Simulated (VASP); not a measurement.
# SbP (zincblende type) (F-43m) in VASP: notebook

Runs on SbP (zincblende type). Level: PBEsol. Tasks: single point.

All numbers are computed with VASP 6.6.1; they aren't measurements. Logs are shortened: lines on timing, memory, paths and dates and some standing lists are left out, and cuts for length are marked.

## Step 1: The cell of the first run

It takes space group F-43m (No. 216, cubic). The conventional cell has a = 4.924 Å, b = 4.924 Å, c = 4.924 Å, α = 90.00°, β = 90.00°, γ = 90.00°. Sb (site symmetry -43m) has 4 P at 2.13 Å within 2.8 Å. P (site symmetry -43m) has 4 Sb at 2.13 Å within 2.8 Å.

## Step 2: Single point, PBEsol

The input, INCAR:

```
SYSTEM = SbP
ALGO     = Normal         ! electronic algorithm
EDIFF    = 1E-7           ! SCF threshold, eV
ENCUT    = 520            ! plane-wave cutoff, eV
GGA      = PS             ! functional
ISIF     = 2              ! what is computed and relaxed
ISMEAR   = 1              ! smearing method
LASPH    = .True.         ! aspherical terms in the spheres
LCHARG   = .False.        ! write CHGCAR
LREAL    = .False.        ! projectors in reciprocal space
LWAVE    = .False.        ! write WAVECAR
NBANDS   = 12             ! bands
NELM     = 100            ! most SCF steps
PREC     = Accurate       ! precision mode
SIGMA    = 0.1            ! smearing width, eV
```

The input, KPOINTS:

```
k-points
0
Gamma
  11 11 11
  0 0 0
```

The input, POSCAR:

```
SbP
1.0
    0.0000000000      2.4620436195      2.4620436195
    2.4620436195      0.0000000000      2.4620436195
    2.4620436195      2.4620436195      0.0000000000
Sb P
1 1
Direct
    0.0000000000      0.0000000000      0.0000000000
    0.2500000000      0.2500000000      0.2500000000
```

Potentials or basis: VASP PAW PBE potentials, release 64 (Sb, P).

On the command line:

```
cat potpaw_PBE.64/Sb/POTCAR potpaw_PBE.64/P/POTCAR > POTCAR
mpirun -np 1 vasp_std > vasp.out
```

OUTCAR:

```text
SYSTEM = SbP
   EDIFF = 1E-7
   ENCUT = 520
   GGA = PS
   ISIF = 2
   ISMEAR = 1
   LASPH = .True.
   LREAL = .False.
   NELM = 100
   PREC = Accurate

 ion  position               nearest neighbor table
   1  0.000  0.000  0.000-   2 2.13   2 2.13   2 2.13   2 2.13
   2  0.250  0.250  0.250-   1 2.13   1 2.13   1 2.13   1 2.13

  LATTYP: Found a face centered cubic cell.
 ALAT       =     4.9240872390

  Lattice vectors:

 A1 = (   0.0000000000,   2.4620436195,   2.4620436195)
 A2 = (   2.4620436195,   0.0000000000,   2.4620436195)
 A3 = (   2.4620436195,   2.4620436195,   0.0000000000)

Analysis of symmetry for initial positions (statically):
=====================================================================
 Subroutine PRICEL returns:
 Original cell was already a primitive cell.

 Routine SETGRP: Setting up the symmetry group for a
 face centered cubic supercell.

 Subroutine GETGRP returns: Found 24 space group operations
 (whereof 24 operations were pure point group operations)
 out of a pool of 48 trial point group operations.

The static configuration has the point symmetry T_d .

Analysis of symmetry for dynamics (positions and initial velocities):
=====================================================================
 Subroutine PRICEL returns:
 Original cell was already a primitive cell.

 Routine SETGRP: Setting up the symmetry group for a
 face centered cubic supercell.

 Subroutine GETGRP returns: Found 24 space group operations
 (whereof 24 operations were pure point group operations)
 out of a pool of 48 trial point group operations.

The dynamic configuration has the point symmetry T_d .

 Subroutine INISYM returns: Found 24 space group operations
 (whereof 24 operations are pure point group operations),
 and found     1 'primitive' translations

----------------------------------------------------------------------------------------

                                     Primitive cell

  volume of cell :      29.8481

  direct lattice vectors                    reciprocal lattice vectors
     0.000000000  2.462043620  2.462043620    -0.203083323  0.203083323  0.203083323
     2.462043620  0.000000000  2.462043620     0.203083323 -0.203083323  0.203083323
     2.462043620  2.462043620  0.000000000     0.203083323  0.203083323 -0.203083323

  length of vectors
     3.481855478  3.481855478  3.481855478     0.351750634  0.351750634  0.351750634

  position of ions in fractional coordinates (direct lattice)
     0.000000000  0.000000000  0.000000000
     0.250000000  0.250000000  0.250000000

  ion indices of the primitive-cell ions
   primitive index   ion index
                 1           1
                 2           2

----------------------------------------------------------------------------------------

 KPOINTS: k-points

Automatic generation of k-mesh.
 Grid dimensions read from file:
 generate k-points for:   11   11   11

 Generating k-lattice:

  Cartesian coordinates                     Fractional coordinates (reciprocal lattice)
    -0.018462120  0.018462120  0.018462120     0.090909091  0.000000000  0.000000000
     0.018462120 -0.018462120  0.018462120     0.000000000  0.090909091  0.000000000
     0.018462120  0.018462120 -0.018462120     0.000000000  0.000000000  0.090909091

  Length of vectors
     0.031977330  0.031977330  0.031977330

  Shift w.r.t. Gamma in fractional coordinates (k-lattice)
     0.000000000  0.000000000  0.000000000

 Subroutine IBZKPT returns following result:
 ===========================================

 Found     56 irreducible k-points:

 Following reciprocal coordinates:
            Coordinates               Weight
  0.000000  0.000000  0.000000      1.000000
  0.090909  0.000000  0.000000      8.000000
  0.181818  0.000000  0.000000      8.000000
  0.272727  0.000000  0.000000      8.000000
  0.363636  0.000000  0.000000      8.000000
  0.454545  0.000000  0.000000      8.000000
[... 16 lines left out ...]
 -0.272727  0.181818  0.000000     24.000000
 -0.181818  0.181818  0.000000     12.000000
 [... further k-points ...]
   k-points           NKPTS =     56   k-points in BZ     NKDIM =     56   number of bands    NBANDS=     12
   number of dos      NEDOS =    301   number of ions     NIONS =      2
   total plane-waves  NPLWV =  21952
   dimension x,y,z NGX =    28 NGY =   28 NGZ =   28
   dimension x,y,z NGXF=    56 NGYF=   56 NGZF=   56
   ions per type =               1   1
   NGX,Y,Z   is equivalent  to a cutoff of  13.37, 13.37, 13.37 a.u.
   NGXF,Y,Z  is equivalent  to a cutoff of  26.74, 26.74, 26.74 a.u.
 SYSTEM =  SbP
   PREC   = accura    normal or accurate (medium, high low for compatibility)
   ISTART =      0    job   : 0-new  1-cont  2-samecut
   ICHARG =      2    charge: 1-file 2-atom 10-const
   ISPIN  =      1    spin polarized calculation?
   LNONCOLLINEAR =      F non collinear calculations
   LSORBIT =      F    spin-orbit coupling
   LASPH  =      T    aspherical Exc in radial PAW
   ENCUT  =  520.0 eV  38.22 Ry    6.18 a.u.   6.47  6.47  6.47*2*pi/ulx,y,z
   NELM   =    100;   NELMIN=  2; NELMDL= -5     # of ELM steps
   EDIFF  = 0.1E-06   stopping-criterion for ELM
   LREAL  =      F    real-space projection
   EDIFFG = 0.1E-05   stopping-criterion for IOM
   NSW    =      0    number of steps for IOM
   IBRION =     -1    ionic relax: 0-MD 1-quasi-New 2-CG
   NFREE  =      0    steps in history (QN), initial steepest desc. (CG)
   ISIF   =      2    stress and relaxation
   ISYM   =      2    0-nonsym 1-usesym 2-fastsym
   POTIM  = 0.5000    time-step for ionic-motion
   TEBEG  =    0.0;   TEEND  =   0.0 temperature during run
   PSTRESS=    0.0 pullay stress
   NELECT =      10.0000    total number of electrons
   NUPDOWN=      -1.0000    fix difference up-down
   EMIN   =  10.00;   EMAX   =-10.00  energy-range for DOS
   EFERMI =   0.00;   METHOD = LEGACY
   ISMEAR =     1;   SIGMA  =   0.10  broadening in eV -4-tet -1-fermi 0-gaus
   EFERMI_NEDOS =   21; number of points for ismear=-14 and -15
   IALGO  =     38    algorithm
   IMIX   =      4    mixing-type and parameters
     AMIX     =   0.40;   BMIX     =  1.00
     AMIX_MAG =   1.60;   BMIX_MAG =  1.00
  volume/ion in A,a.u.               =      14.92       100.71
  Fermi-wavevector in a.u.,A,eV,Ry     =   1.137023  2.148661 17.589889  1.292820
  Thomas-Fermi vector in A             =   2.273728
   LORBIT       =      0    0 simple, 1 ext, 2 COOP (PROOUT), +10 PAW based schemes
   GGA     = PS    functional components
   LHFCALC =     F    Hartree Fock is set to
   AEXX    =    0.0000 exact exchange contribution
   IVDW    =     0    specifies the selected vdW correction
   LEPSILON=     F    determine dielectric tensor
   LRPA    =     F    only Hartree local field effects (RPA)
 non-spin polarized calculation
 Methfessel and Paxton  Order N= 1 SIGMA  =   0.10
  energy-cutoff  :      520.00
  volume of cell :       29.85
 maximum number of plane-waves:       821
 NGX is ok and might be reduce to    28
   NGX = 13   NGY = 13   NGZ = 13

 number of electron      10.0000001 magnetization

 Free energy of the ion-electron system (eV)
  ---------------------------------------------------
  ext. energy  EPLUGINS =         0.00000000
  ---------------------------------------------------
  free energy    TOTEN  =        -2.58415980 eV

  energy without entropy =       -2.58304300  energy(sigma->0) =       -2.58378753

 E-fermi :  14.6882     XC(G=0): -11.9619

 val. band max:       14.6829742767   @ k =  -0.0909   0.0909   0.0000
 cond. band min:      14.6883894474   @ k =  -0.4545   0.3636   0.0000
 fundamental gap:      0.0054151707
 Fermi energy:        14.6882151108

 k-point     1 :       0.0000    0.0000    0.0000
  band No.  band energies     occupation
      1      -5.0655      2.00000
      2      11.0895      2.00000
      3      11.0895      2.00000
      4      11.0895      2.00000
      5      14.2811      2.00000
      6      14.2811      2.00000
      7      14.2811      2.00000
      8      14.9129     -0.00665
      9      21.3004      0.00000
     10      21.3004      0.00000
     11      21.3582      0.00000
     12      23.7024      0.00000

 k-point     2 :       0.0909    0.0000    0.0000
  band No.  band energies     occupation
      1      -4.9211      2.00000
      2       9.7490      2.00000
      3      10.8127      2.00000
      4      10.8127      2.00000
      5      14.3271      2.00000
      6      14.6329      1.79626
      7      14.6329      1.79626
      8      15.8341     -0.00000
      9      20.7062      0.00000
     10      20.7062      0.00000
     11      21.9696      0.00000
     12      23.3698      0.00000

 k-point     3 :       0.1818    0.0000    0.0000
  band No.  band energies     occupation
      1      -4.4917      2.00000
      2       7.4636      2.00000
      3      10.2572      2.00000
      4      10.2572      2.00000
      5      14.0374      2.00000
      6      15.2928     -0.00000
      7      15.2928     -0.00000
      8      17.4997      0.00000
      9      20.0994      0.00000
     10      20.0994      0.00000
     11      22.0008      0.00000
     12      24.5378      0.00000

 k-point     4 :       0.2727    0.0000    0.0000
  band No.  band energies     occupation
      1      -3.7949      2.00000
      2       5.1830      2.00000
      3       9.7259      2.00000
      4       9.7259      2.00000
      5      13.7261      2.00000
      6      15.6581     -0.00000
      7      15.6581     -0.00000
      8      18.8555      0.00000
      9      20.3294      0.00000
     10      20.3294      0.00000
     11      21.6801      0.00000
     12      27.2534      0.00000

 k-point     5 :       0.3636    0.0000    0.0000
  band No.  band energies     occupation
      1      -2.8906      2.00000
      2       3.1667      2.00000
      3       9.3374      2.00000
      4       9.3374      2.00000
      5      13.4981      2.00000
      6      15.6174     -0.00000
      7      15.6174     -0.00000
      8      19.2725      0.00000
      9      21.4445      0.00000
     10      21.4445      0.00000
     11      22.5319      0.00000
     12      28.2426      0.00000
[... 228 lines left out ...]
      1      -1.3838      2.00000
      2       1.8081      2.00000
      3       6.6628      2.00000
      4       8.3003      2.00000
      5      13.6944      2.00000
      6      16.4554     -0.00000
      7      17.0731      0.00000
      8      19.5751      0.00000
      9      22.1348      0.00000
     10      22.5793      0.00000
     11      24.4681      0.00000
     12      27.0235      0.00000

 k-point    22 :      -0.3636    0.1818    0.0000
  band No.  band energies     occupation
      1      -1.7874      2.00000
      2       2.3944      2.00000
      3       6.4318      2.00000
      4       8.7140      2.00000
      5      14.0411      2.00000
      6      16.4400     -0.00000
      7      16.7579      0.00000
      8      19.9600      0.00000
      9      20.8675      0.00000
     10      22.4646      0.00000
     11      24.0872      0.00000
     12      27.1536      0.00000

 k-point    23 :      -0.2727    0.1818    0.0000
  band No.  band energies     occupation
      1      -2.7175      2.00000
      2       3.9744      2.00000
      3       6.5126      2.00000
      4       9.3032      2.00000
      5      14.5432      2.05957
      6      16.4166     -0.00000
      7      16.5255     -0.00000
      8      18.4724      0.00000
      9      19.4790      0.00000
     10      23.4831      0.00000
     11      24.7092      0.00000
     12      25.9975      0.00000

 k-point    24 :      -0.1818    0.1818    0.0000
  band No.  band energies     occupation
      1      -3.5567      2.00000
      2       5.6482      2.00000
      3       7.1471      2.00000
      4       9.9423      2.00000
      5      14.9994     -0.00010
      6      15.8082     -0.00000
      7      16.2918     -0.00000
      8      17.4381      0.00000
      9      18.9519      0.00000
     10      22.9175      0.00000
     11      24.4438      0.00000
     12      24.7217      0.00000

 [... further k-points ...]

------------------------ aborting loop because EDIFF is reached ----------------------------------------

  FORCE on cell =-STRESS in cart. coord.  units (eV):
  Direction    XX          YY          ZZ          XY          YZ          ZX
  --------------------------------------------------------------------------------------
  -------------------------------------------------------------------------------------
  Total       24.9653340     24.9653340     24.9653340      0.0000000      0.0000000      0.0000000
  in kB     1340.0800406   1340.0800406   1340.0800406      0.0000000      0.0000000      0.0000000
  external PRESSURE =    1340.0800406 kB  Pullay stress =       0.0000000 kB

 VOLUME and BASIS-vectors are now :
 -----------------------------------------------------------------------------
  energy-cutoff  :      520.00
  volume of cell :       29.85
      direct lattice vectors                 reciprocal lattice vectors
     0.000000000  2.462043620  2.462043620    -0.203083323  0.203083323  0.203083323
     2.462043620  0.000000000  2.462043620     0.203083323 -0.203083323  0.203083323
     2.462043620  2.462043620  0.000000000     0.203083323  0.203083323 -0.203083323

 POSITION                                       TOTAL-FORCE (eV/Angst)
 -----------------------------------------------------------------------------------
      0.00000      0.00000      0.00000         0.000000      0.000000      0.000000
      1.23102      1.23102      1.23102        -0.000000     -0.000000     -0.000000
 -----------------------------------------------------------------------------------
    total drift:                                0.000000      0.000000      0.000000

  FREE ENERGIE OF THE ION-ELECTRON SYSTEM (eV)
  ---------------------------------------------------
  free  energy   TOTEN  =        -2.5841597951 eV

  energy  without entropy=       -2.5830429953  energy(sigma->0) =       -2.58378753
```

It took 49 s on 1 thread of AMD EPYC 7R13, shared host; peak memory 0.14 GiB.

What came out:

| Item | Value |
| --- | --- |
| Free energy | -2.5842 eV |
| Pressure | 134.0 GPa |
| Band gap on the k mesh | zero (bands 5 and 6 overlap by 2.75 eV) |

Caveat: the cell stands under pressure; the PAW data sets were made with another functional, which shifts forces and pressure a little; spin-orbit coupling is left out, which moves the levels of the heavy elements.

(Continued in part 2 of 2.)
